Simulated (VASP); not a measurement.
# SrTiO3 in VASP: a series of runs, part 2 of 2

VASP 6.6.1. Earlier steps stand in the parts before.

### Step 4. Single point, PBE, collinear spin, ferromagnetic start

The input, INCAR:

```
ALGO = Normal
EDIFF = 1E-7
ENCUT = 520
GGA = PE
ISIF = 2
ISMEAR = 0
ISPIN = 2
LASPH = True
LCHARG = False
LMAXMIX = 4
LORBIT = 11
LREAL = False
LWAVE = False
MAGMOM = 0 1 0 0 0
NBANDS = 32
NELM = 150
PREC = Accurate
SIGMA = 0.1
```

The input, KPOINTS:

```
k-points
0
Gamma
  6 6 6
```

The input, POSCAR:

```
SrTiO3
1.0
    2.7833195003      1.6069502616      2.2728243167
   -2.7833195003      1.6069502616      2.2728243167
    0.0000000000     -3.2139005266      2.2728243143
Sr Ti O
1 1 3
Direct
    0.5000000000      0.5000000000      0.5000000000
    0.0000000000      0.0000000000      0.0000000000
    0.0000000000      0.0000000000      0.5000000000
    0.5000000000      0.0000000000      0.0000000000
    0.0000000000      0.5000000000      0.0000000000
```

Potentials or basis: VASP PAW PBE potentials, release 64 (Sr_sv, Ti_sv, O).

Command:

```bash
$ cat potpaw_PBE.64/Sr_sv/POTCAR potpaw_PBE.64/Ti_sv/POTCAR potpaw_PBE.64/O/POTCAR > POTCAR
$ mpirun -np 1 vasp_std > vasp.out
```

OUTCAR:

```text
EDIFF = 1E-7
   ENCUT = 520
   GGA = PE
   ISIF = 2
   ISMEAR = 0
   ISPIN = 2
   LASPH = True
   LORBIT = 11
   LREAL = False
   NELM = 150
   PREC = Accurate

 ion  position               nearest neighbor table
   1  0.500  0.500  0.500-   4 2.78   5 2.78   4 2.78   5 2.78   3 2.78   3 2.78   3 2.78   3 2.78
                             4 2.78   5 2.78   5 2.78   4 2.78   2 3.41   2 3.41   2 3.41   2 3.41
   2  0.000  0.000  0.000-   3 1.97   3 1.97   5 1.97   4 1.97   5 1.97   4 1.97   1 3.41   1 3.41
                             1 3.41   1 3.41   1 3.41   1 3.41   1 3.41   1 3.41
   3  0.000  0.000  0.500-   2 1.97   2 1.97   1 2.78   1 2.78   1 2.78   1 2.78
[... 1925 lines left out ...]
 -----------------------------------------------------------------------------------
      0.00000     -0.00000      3.40924        -0.000000     -0.000000     -0.000000
      0.00000      0.00000      0.00000        -0.000000     -0.000000      0.000000
      0.00000     -1.60695      1.13641         0.000000      0.000000      0.000000
      1.39166      0.80348      1.13641         0.000000      0.000000      0.000000
     -1.39166      0.80348      1.13641        -0.000000     -0.000000      0.000000
 -----------------------------------------------------------------------------------
    total drift:                                0.000000     -0.000000      0.000000

  FREE ENERGIE OF THE ION-ELECTRON SYSTEM (eV)
  ---------------------------------------------------
  free  energy   TOTEN  =       -40.1025416507 eV

  energy  without entropy=      -40.1025416507  energy(sigma->0) =      -40.10254165

 total charge

# of ion       s       p       d       tot
------------------------------------------
    1        1.997   5.792   0.192   7.982
    2        2.224   6.303   1.733  10.259
    3        1.564   3.481   0.000   5.045
    4        1.564   3.481   0.000   5.045
    5        1.564   3.481   0.000   5.045
--------------------------------------------------
tot          8.912  22.538   1.925  33.375

 magnetization (x)

# of ion       s       p       d       tot
------------------------------------------
    1        0.000   0.000   0.000   0.000
    2        0.000  -0.000  -0.000  -0.000
    3        0.000   0.000   0.000   0.000
    4        0.000   0.000   0.000   0.000
    5        0.000   0.000   0.000   0.000
--------------------------------------------------
tot          0.000   0.000  -0.000   0.000
```

OSZICAR:

```text
N       E                     dE             d eps       ncg     rms          rms(c)
DAV:   1     0.393073394817E+03    0.39307E+03   -0.19712E+04  4096   0.133E+03
DAV:   2    -0.126587352860E+02   -0.40573E+03   -0.38144E+03  4600   0.389E+02
DAV:   3    -0.482861310470E+02   -0.35627E+02   -0.35206E+02  5144   0.116E+02
DAV:   4    -0.502878344711E+02   -0.20017E+01   -0.19965E+01  6424   0.223E+01
DAV:   5    -0.503177978548E+02   -0.29963E-01   -0.29962E-01  5216   0.245E+00    0.270E+01
DAV:   6    -0.404279644807E+02    0.98898E+01   -0.33703E+01  5352   0.559E+01    0.144E+01
DAV:   7    -0.402153388915E+02    0.21263E+00   -0.57065E+00  4856   0.194E+01    0.107E+01
DAV:   8    -0.401731485684E+02    0.42190E-01   -0.11945E+00  4968   0.110E+01    0.327E+00
DAV:   9    -0.401274509908E+02    0.45698E-01   -0.24100E-01  5432   0.392E+00    0.182E+00
DAV:  10    -0.401053847584E+02    0.22066E-01   -0.32309E-02  5288   0.170E+00    0.709E-01
DAV:  11    -0.401024267114E+02    0.29580E-02   -0.13365E-02  5120   0.119E+00    0.205E-01
DAV:  12    -0.401024991561E+02   -0.72445E-04   -0.12757E-03  4600   0.246E-01    0.115E-01
DAV:  13    -0.401025240903E+02   -0.24934E-04   -0.16404E-04  5048   0.136E-01    0.736E-02
DAV:  14    -0.401025481285E+02   -0.24038E-04   -0.48103E-05  5432   0.510E-02    0.331E-02
DAV:  15    -0.401025413815E+02    0.67470E-05   -0.18787E-05  4856   0.542E-02    0.129E-02
DAV:  16    -0.401025415028E+02   -0.12133E-06   -0.29334E-06  5416   0.194E-02    0.530E-03
DAV:  17    -0.401025416384E+02   -0.13564E-06   -0.97340E-07  4832   0.870E-03    0.270E-03
DAV:  18    -0.401025416507E+02   -0.12228E-07   -0.89602E-08  3272   0.284E-03
   1 F= -.40102542E+02 E0= -.40102542E+02  d E =-.324536E-16  mag=    -0.0000
```

Run time: 4 min. Hardware: 1 thread of Intel Xeon 8259CL, shared host; peak memory 0.25 GiB.

Results:

```yaml
Free_energy: -40.1025 eV
Pressure: 0.6 GPa
Band_gap_on_the_k_mesh: 1.81 eV, indirect (least direct gap 2.18 eV)
Net_moment: 0.00 μB per cell
Valence_electrons_inside_the_program's_atomic_spheres: Sr 7.98; Ti 10.26; O 5.04
```

Levels at points of the mesh, in eV from the valence-band top:
Spin up:
| k point | band 17 | band 18 | band 19 | band 20 | band 21 | band 22 | band 23 | band 24 |
| --- | --- | --- | --- | --- | --- | --- | --- | --- |
| (0.00, 0.00, 0.00) | -1.13 | -0.37 | -0.37 | -0.37 | 1.81 | 1.81 | 1.81 | 4.14 |
| (0.50, 0.00, 0.00) | -2.29 | -1.91 | -0.73 | -0.73 | 1.97 | 3.66 | 3.66 | 4.15 |
| (0.50, 0.50, 0.00) | -1.74 | -1.54 | -1.54 | -0.09 | 3.66 | 3.66 | 4.11 | 5.08 |
| (0.50, 0.50, 0.50) | -3.67 | 0.00 | 0.00 | 0.00 | 4.31 | 4.31 | 4.31 | 6.85 |
Spin down:
```
           k point  band 17  band 18  band 19  band 20  band 21  band 22  band 23  band 24
(0.00, 0.00, 0.00)    -1.13    -0.37    -0.37    -0.37     1.81     1.81     1.81     4.14
(0.50, 0.00, 0.00)    -2.29    -1.91    -0.73    -0.73     1.97     3.66     3.66     4.15
(0.50, 0.50, 0.00)    -1.74    -1.54    -1.54    -0.09     3.66     3.66     4.11     5.08
(0.50, 0.50, 0.50)    -3.67     0.00     0.00     0.00     4.31     4.31     4.31     6.85
```

A k mesh can miss the band edges. A hybrid or GW would open this gap; PBE tends to underestimate it.

### Step 5. Summary

```csv
task,spin,cell,k mesh,cutoff (eV),smearing,gap on the mesh (eV),pressure (GPa)
single point,off,"a = 3.936 Å, 5 atoms",8 × 8 × 8,520,gaussian 0.02 eV,1.81,0.6
relaxation of cell and atoms,off,"relaxed from a = 3.936 Å, 5 atoms",8 × 8 × 8,600,gaussian 0.02 eV,1.81,0.0
single point,"collinear, ferromagnetic start","a = 3.936 Å, 5 atoms",6 × 6 × 6,520,gaussian 0.1 eV,1.81,0.6
```

Alike in all rows: level PBE; potentials or basis VASP PAW PBE potentials, release 64 (Sr_sv, Ti_sv, O).

Absolute energies hang on the potentials; compare differences alone.
